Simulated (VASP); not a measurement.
Runs of VASP 6.6.1 on TaSiRh3. The structure is that of space group Pm-3m (No. 221), or close to it. The cells are those of the table. 

```tsv
task	spin	cell	cutoff (eV)	gap on the mesh (eV)	pressure (GPa)
single point	collinear, ferromagnetic start	a = 4.356 Å, 5 atoms	520	none	0.3
single point	off	a = 4.356 Å, 5 atoms	520	none	(a)
single point	off	a = 4.389 Å, 5 atoms	520	none	-3.7
relaxation of cell and atoms	off	relaxed from a = 4.389 Å, 5 atoms	600	none	0.0
```

Alike in all rows: level PBE; potentials or basis VASP PAW PBE potentials, release 64 (Ta_pv, Si, Rh_pv); k mesh 4 × 4 × 4; smearing gaussian 0.1 eV.

Question: Estimate the missing entries.

Answer: (a) 0.1.

Caveats: some runs use coarse meshes; spin-orbit coupling is left out, which moves the levels of the heavy elements.

A k mesh can miss the band edges, and the runs leave out spin-orbit coupling on Rh, Ta.

A gap of «none» marks levels without a gap at the run's occupations.
